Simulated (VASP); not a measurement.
# TiSi8Mo3 (Cmmm) in VASP: single point with PBEsol

Aim: the single point of TiSi8Mo3 with PBEsol.

Everything below comes from runs of VASP 6.6.1. Logs are shortened: lines on timing, memory, paths and dates and some standing lists are left out, and cuts for length are marked.

**1. The cell of the first run**

Symmetry: Cmmm, No. 65, orthorhombic system. The conventional cell has a = 4.567 Å, b = 7.928 Å, c = 9.100 Å, α = 90.00°, β = 90.00°, γ = 90.00°. Ti (site symmetry mmm) has 10 Si at 2.62 to 2.64 Å and 4 Mo at 3.23 Å within 3.5 Å. Si (site symmetry m2m) has 9 Si at 2.63 to 3.22 Å and 3 Ti at 2.63 to 2.64 Å and 2 Mo at 2.64 Å within 3.5 Å. Within 3.5 Å of Si (site symmetry m) lie 9 Si at 2.62 to 3.23 Å and 1 Ti at 2.62 Å and 4 Mo at 2.63 to 2.65 Å. Within 3.5 Å of Si (site symmetry m2m) lie 5 Mo at 2.62 to 2.65 Å and 9 Si at 2.63 to 3.23 Å. Mo (site symmetry mm2) has 10 Si at 2.62 to 2.65 Å and 2 Mo at 3.22 Å and 2 Ti at 3.23 Å within 3.5 Å. Within 3.5 Å of Mo (site symmetry mmm) lie 10 Si at 2.63 to 2.65 Å and 4 Mo at 3.22 Å.

**2. Single point, PBEsol**

POSCAR

```
TiSi8Mo3
1.0
    2.2833278000     -3.9642367000      0.0000000000
    2.2833278000      3.9642367000      0.0000000000
    0.0000000000      0.0000000000      9.1000944000
Ti Si Mo
1 8 3
Direct
    0.0000000000      0.0000000000      0.0000000000
    0.6676630000      0.3323370000      0.0000000000
    0.1652650000      0.8347350000      0.7503720000
    0.6661590000      0.3338410000      0.5000000000
    0.1652650000      0.8347350000      0.2496280000
    0.3323370000      0.6676630000      0.0000000000
    0.8347350000      0.1652650000      0.7503720000
    0.3338410000      0.6661590000      0.5000000000
    0.8347350000      0.1652650000      0.2496280000
    0.5000000000      0.5000000000      0.7494060000
    0.0000000000      0.0000000000      0.5000000000
    0.5000000000      0.5000000000      0.2505940000
```

INCAR.step1

```
PREC = Accurate
ENCUT = 520
EDIFF = 1E-6
ISMEAR = 0
SIGMA = 0.1
LREAL = F
LASPH = T
NELM = 100
ALGO = Fast
ISIF = 2
LWAVE = F
LCHARG = T
LMAXMIX = 4
GGA = PS
NBANDS = 55
```

KPOINTS.step1

```
regular mesh
0
Gamma
  10 10 4
```

INCAR.step2

```
PREC = Accurate
ENCUT = 520
EDIFF = 1E-6
ISMEAR = -5
SIGMA = 0.1
LREAL = F
LASPH = T
NELM = 100
ALGO = Fast
ISIF = 2
LWAVE = F
LCHARG = F
LMAXMIX = 4
GGA = PS
LORBIT = 11
NEDOS = 1001
ICHARG = 11
```

KPOINTS.step2

```
regular mesh
0
Gamma
  15 15 6
```

Potentials or basis: VASP PAW PBE potentials, release 64 (Ti_sv, Si, Mo_sv).

Run with:

```
> cat potpaw_PBE.64/Ti_sv/POTCAR potpaw_PBE.64/Si/POTCAR potpaw_PBE.64/Mo_sv/POTCAR > POTCAR
> cp INCAR.step1 INCAR
> cp KPOINTS.step1 KPOINTS
> mpirun -np 1 vasp_std > vasp.out
> cp INCAR.step2 INCAR
> cp KPOINTS.step2 KPOINTS
> mpirun -np 1 vasp_std > vasp.out
```

OUTCAR:

```text
PREC = Accurate
   ENCUT = 520
   EDIFF = 1E-6
   ISMEAR = -5
   LREAL = F
   LASPH = T
   NELM = 100
   ISIF = 2
   GGA = PS
   LORBIT = 11
   ICHARG = 11

 ion  position               nearest neighbor table
   1  0.000  0.000  0.000-   3 2.62   5 2.62   7 2.62   9 2.62   2 2.63   6 2.63   2 2.64   6 2.64
                             2 2.64   6 2.64
   2  0.668  0.332  0.000-   7 2.63   9 2.63   6 2.63   6 2.63   1 2.63  12 2.64  10 2.64   1 2.64
                             1 2.64   6 2.66
   3  0.165  0.835  0.750-   7 2.62   1 2.62  11 2.63   6 2.63  10 2.63  10 2.63   8 2.64   7 2.65
                             7 2.65  10 2.65
   4  0.666  0.334  0.500-  10 2.62  12 2.62   8 2.63  11 2.64  11 2.64   9 2.64   7 2.64   8 2.64
                             8 2.64  11 2.65
   5  0.165  0.835  0.250-   9 2.62   1 2.62  11 2.63   6 2.63  12 2.63  12 2.63   8 2.64   9 2.65
                             9 2.65  12 2.65
   6  0.332  0.668  0.000-   3 2.63   5 2.63   2 2.63   2 2.63   1 2.63  12 2.64  10 2.64   1 2.64
                             1 2.64   2 2.66
   7  0.835  0.165  0.750-   3 2.62   1 2.62  11 2.63   2 2.63  10 2.63  10 2.63   4 2.64   3 2.65
                             3 2.65  10 2.65
   8  0.334  0.666  0.500-  10 2.62  12 2.62   4 2.63  11 2.64  11 2.64   5 2.64   3 2.64   4 2.64
                             4 2.64  11 2.65
   9  0.835  0.165  0.250-   5 2.62   1 2.62  11 2.63   2 2.63  12 2.63  12 2.63   4 2.64   5 2.65
                             5 2.65  12 2.65
  10  0.500  0.500  0.749-   4 2.62   8 2.62   3 2.63   7 2.63   3 2.63   7 2.63   6 2.64   2 2.64
                             7 2.65   3 2.65  11 3.22  11 3.22
  11  0.000  0.000  0.500-   3 2.63   5 2.63   7 2.63   9 2.63   4 2.64   8 2.64   4 2.64   8 2.64
                             8 2.65   4 2.65  10 3.22  12 3.22  10 3.22  12 3.22
  12  0.500  0.500  0.251-   4 2.62   8 2.62   5 2.63   9 2.63   5 2.63   9 2.63   6 2.64   2 2.64
                             5 2.65   9 2.65  11 3.22  11 3.22

  LATTYP: Found a base centered orthorhombic cell.
 ALAT       =     4.5666556000
 B/A-ratio  =     1.7361662657
 C/A-ratio  =     1.9927262305

  Lattice vectors:

 A1 = (   2.2833278000,  -3.9642367000,   0.0000000000)
 A2 = (   2.2833278000,   3.9642367000,   0.0000000000)
 A3 = (   0.0000000000,   0.0000000000,   9.1000944000)

Analysis of symmetry for initial positions (statically):
=====================================================================
 Subroutine PRICEL returns:
 Original cell was already a primitive cell.

 Routine SETGRP: Setting up the symmetry group for a
 base centered orthorhombic supercell.

 Subroutine GETGRP returns: Found  8 space group operations
 (whereof  8 operations were pure point group operations)
 out of a pool of  8 trial point group operations.

The static configuration has the point symmetry D_2h.

Analysis of symmetry for dynamics (positions and initial velocities):
=====================================================================
 Subroutine PRICEL returns:
 Original cell was already a primitive cell.

 Routine SETGRP: Setting up the symmetry group for a
 base centered orthorhombic supercell.

 Subroutine GETGRP returns: Found  8 space group operations
 (whereof  8 operations were pure point group operations)
 out of a pool of  8 trial point group operations.

The dynamic configuration has the point symmetry D_2h.

 Subroutine INISYM returns: Found  8 space group operations
 (whereof  8 operations are pure point group operations),
 and found     1 'primitive' translations

----------------------------------------------------------------------------------------

                                     Primitive cell

  volume of cell :     164.7418

  direct lattice vectors                    reciprocal lattice vectors
     2.283327800 -3.964236700  0.000000000     0.218978633 -0.126127686  0.000000000
     2.283327800  3.964236700  0.000000000     0.218978633  0.126127686  0.000000000
     0.000000000  0.000000000  9.100094400     0.000000000  0.000000000  0.109888970

  length of vectors
     4.574796002  4.574796002  9.100094400     0.252705035  0.252705035  0.109888970

  position of ions in fractional coordinates (direct lattice)
     0.000000000  0.000000000  0.000000000
     0.667663000  0.332337000  0.000000000
     0.165265000  0.834735000  0.750372000
     0.666159000  0.333841000  0.500000000
     0.165265000  0.834735000  0.249628000
     0.332337000  0.667663000  0.000000000
     0.834735000  0.165265000  0.750372000
     0.333841000  0.666159000  0.500000000
     0.834735000  0.165265000  0.249628000
     0.500000000  0.500000000  0.749406000
     0.000000000  0.000000000  0.500000000
     0.500000000  0.500000000  0.250594000

  ion indices of the primitive-cell ions
   primitive index   ion index
                 1           1
                 2           2
                 3           3
                 4           4
                 5           5
                 6           6
                 7           7
                 8           8
                 9           9
                10          10
                11          11
                12          12

----------------------------------------------------------------------------------------

 KPOINTS: regular mesh

Automatic generation of k-mesh.
 Grid dimensions read from file:
 generate k-points for:   15   15    6

 Generating k-lattice:

  Cartesian coordinates                     Fractional coordinates (reciprocal lattice)
     0.014598576 -0.008408512  0.000000000     0.066666667  0.000000000  0.000000000
     0.014598576  0.008408512  0.000000000     0.000000000  0.066666667  0.000000000
     0.000000000  0.000000000  0.018314828     0.000000000  0.000000000  0.166666667

  Length of vectors
     0.016847002  0.016847002  0.018314828

  Shift w.r.t. Gamma in fractional coordinates (k-lattice)
     0.000000000  0.000000000  0.000000000

 TETIRR: Found   2025 inequivalent tetrahedra from     8100

 Subroutine IBZKPT returns following result:
 ===========================================

 Found    256 irreducible k-points:

 Following reciprocal coordinates:
            Coordinates               Weight
  0.000000  0.000000  0.000000      1.000000
  0.066667  0.000000  0.000000      4.000000
  0.133333 -0.000000  0.000000      4.000000
  0.200000 -0.000000  0.000000      4.000000
  0.266667 -0.000000  0.000000      4.000000
  0.333333 -0.000000  0.000000      4.000000
[... 16 lines left out ...]
  0.133333  0.133333  0.000000      2.000000
  0.200000  0.133333  0.000000      4.000000
 [... further k-points ...]
   k-points           NKPTS =    256   k-points in BZ     NKDIM =    256   number of bands    NBANDS=     51
   number of dos      NEDOS =   1001   number of ions     NIONS =     12
   total plane-waves  NPLWV =  90720
   dimension x,y,z NGX =    36 NGY =   36 NGZ =   70
   dimension x,y,z NGXF=    72 NGYF=   72 NGZF=  140
   ions per type =               1   8   3
   NGX,Y,Z   is equivalent  to a cutoff of  13.08, 13.08, 12.79 a.u.
   NGXF,Y,Z  is equivalent  to a cutoff of  26.16, 26.16, 25.58 a.u.
 SYSTEM =  unknown system
   PREC   = accura    normal or accurate (medium, high low for compatibility)
   ISTART =      0    job   : 0-new  1-cont  2-samecut
   ICHARG =     11    charge: 1-file 2-atom 10-const
   ISPIN  =      1    spin polarized calculation?
   LNONCOLLINEAR =      F non collinear calculations
   LSORBIT =      F    spin-orbit coupling
   LASPH  =      T    aspherical Exc in radial PAW
   ENCUT  =  520.0 eV  38.22 Ry    6.18 a.u.   8.51  8.51 16.92*2*pi/ulx,y,z
   NELM   =    100;   NELMIN=  2; NELMDL=  0     # of ELM steps
   EDIFF  = 0.1E-05   stopping-criterion for ELM
   LREAL  =      F    real-space projection
   EDIFFG = 0.1E-04   stopping-criterion for IOM
   NSW    =      0    number of steps for IOM
   IBRION =     -1    ionic relax: 0-MD 1-quasi-New 2-CG
   NFREE  =      0    steps in history (QN), initial steepest desc. (CG)
   ISIF   =      2    stress and relaxation
   ISYM   =      2    0-nonsym 1-usesym 2-fastsym
   POTIM  = 0.5000    time-step for ionic-motion
   TEBEG  =    0.0;   TEEND  =   0.0 temperature during run
   PSTRESS=    0.0 pullay stress
   NELECT =      86.0000    total number of electrons
   NUPDOWN=      -1.0000    fix difference up-down
   EMIN   =  10.00;   EMAX   =-10.00  energy-range for DOS
   EFERMI =   0.00;   METHOD = LEGACY
   ISMEAR =    -5;   SIGMA  =   0.10  broadening in eV -4-tet -1-fermi 0-gaus
   EFERMI_NEDOS =   21; number of points for ismear=-14 and -15
   IALGO  =     68    algorithm
   IMIX   =      4    mixing-type and parameters
     AMIX     =   0.40;   BMIX     =  1.00
     AMIX_MAG =   1.60;   BMIX_MAG =  1.00
  volume/ion in A,a.u.               =      13.73        92.64
  Fermi-wavevector in a.u.,A,eV,Ry     =   1.318175  2.490990 23.641284  1.737585
  Thomas-Fermi vector in A             =   2.448164
   LORBIT       =     11    0 simple, 1 ext, 2 COOP (PROOUT), +10 PAW based schemes
   GGA     = PS    functional components
   LHFCALC =     F    Hartree Fock is set to
   AEXX    =    0.0000 exact exchange contribution
   IVDW    =     0    specifies the selected vdW correction
   LEPSILON=     F    determine dielectric tensor
   LRPA    =     F    only Hartree local field effects (RPA)
 non-spin polarized calculation
 RMM-DIIS sequential band-by-band and
 Fermi weights with tetrahedron method with Bloechl corrections
  energy-cutoff  :      520.00
  volume of cell :      164.74
 maximum number of plane-waves:      4484
 NGX is ok and might be reduce to    36

 number of electron      85.9999983 magnetization

 Free energy of the ion-electron system (eV)
  ---------------------------------------------------
  ext. energy  EPLUGINS =         0.00000000
  ---------------------------------------------------
  free energy    TOTEN  =       -96.56003607 eV

  energy without entropy =      -96.56003607  energy(sigma->0) =      -96.56003607

 E-fermi :  11.2832     XC(G=0): -12.2811

 val. band max:       11.2858726333   @ k =  -0.4667   0.2667   0.3333
 cond. band min:      11.2258767976   @ k =  -0.1333   0.1333   0.5000
 fundamental gap:     -0.0599958357
 Fermi energy:        11.2831998250

 k-point     1 :       0.0000    0.0000    0.0000
  band No.  band energies     occupation
      1     -49.2513      2.00000
      2     -49.2369      2.00000
      3     -49.2272      2.00000
      4     -44.6138      2.00000
      5     -23.5147      2.00000
      6     -23.5043      2.00000
[... 43 lines left out ...]
     50      14.8693      0.00000
     51      14.9702      0.00000
[... 1240 lines left out ...]
     50      13.9850      0.00000
     51      14.3101      0.00000

 [... further k-points ...]

------------------------ aborting loop because EDIFF is reached ----------------------------------------

  FORCE on cell =-STRESS in cart. coord.  units (eV):
  Direction    XX          YY          ZZ          XY          YZ          ZX
  --------------------------------------------------------------------------------------
  -------------------------------------------------------------------------------------
  Total       -4.4855448     -4.6311644     -4.5350575     -0.0000000      0.0000000      0.0000000
  in kB      -43.6236549    -45.0398612    -44.1051849     -0.0000000      0.0000000      0.0000000
  external PRESSURE =     -44.2562337 kB  Pullay stress =       0.0000000 kB

 VOLUME and BASIS-vectors are now :
 -----------------------------------------------------------------------------
  energy-cutoff  :      520.00
  volume of cell :      164.74
      direct lattice vectors                 reciprocal lattice vectors
     2.283327800 -3.964236700  0.000000000     0.218978633 -0.126127686  0.000000000
     2.283327800  3.964236700  0.000000000     0.218978633  0.126127686  0.000000000
     0.000000000  0.000000000  9.100094400     0.000000000  0.000000000  0.109888970

 POSITION                                       TOTAL-FORCE (eV/Angst)
 -----------------------------------------------------------------------------------
      0.00000      0.00000      0.00000         0.000000     -0.000000      0.000000
      2.28333     -1.32931      0.00000         0.000000      0.039001      0.000000
      2.28333      2.65394      6.82846         0.000000      0.034591     -0.002794
      2.28333     -1.31739      4.55005         0.000000      0.027578      0.000000
      2.28333      2.65394      2.27164         0.000000      0.034591      0.002794
      2.28333      1.32931      0.00000         0.000000     -0.039001      0.000000
      2.28333     -2.65394      6.82846         0.000000     -0.034591     -0.002794
      2.28333      1.31739      4.55005         0.000000     -0.027578      0.000000
      2.28333     -2.65394      2.27164         0.000000     -0.034591      0.002794
      2.28333      0.00000      6.81967        -0.000000     -0.000000      0.007138
      0.00000      0.00000      4.55005         0.000000     -0.000000      0.000000
      2.28333      0.00000      2.28043        -0.000000     -0.000000     -0.007138
 -----------------------------------------------------------------------------------
    total drift:                                0.000000      0.000000      0.000000

  FREE ENERGIE OF THE ION-ELECTRON SYSTEM (eV)
  ---------------------------------------------------
  free  energy   TOTEN  =       -96.5600360749 eV

  energy  without entropy=      -96.5600360749  energy(sigma->0) =      -96.56003607

 total charge

# of ion       s       p       d       tot
------------------------------------------
    1        2.181   6.177   2.098  10.456
    2        0.753   0.864   0.000   1.617
    3        0.753   0.863   0.000   1.615
    4        0.745   0.859   0.000   1.604
    5        0.753   0.863   0.000   1.615
    6        0.753   0.864   0.000   1.617
    7        0.753   0.863   0.000   1.615
    8        0.745   0.859   0.000   1.604
    9        0.753   0.863   0.000   1.615
   10        2.288   6.203   4.106  12.596
   11        2.285   6.199   4.138  12.622
   12        2.288   6.203   4.106  12.596
--------------------------------------------------
tot         15.049  31.679  14.447  61.175
```

Wall time 3.4 h (1 thread of Oxide Virtual Turin-like, shared host); peak memory 1.5 GiB.

Results:

* Valence electrons inside the program's atomic spheres: Ti 10.46; Si 1.62, 1.61, 1.60 (each value once); Mo 12.60, 12.62 (each value once)

Levels at points of the mesh, in eV from the Fermi level:
```csv
k point,band 41,band 42,band 43,band 44,band 45,band 46
"(0.00, 0.00, 0.00)",-1.32,-1.19,-0.97,0.99,2.69,2.92
"(0.00, 0.00, 0.50)",-1.12,-0.97,-0.78,-0.17,2.44,2.60
```

Caveat: the PAW data sets were made with another functional, which shifts forces and pressure a little.
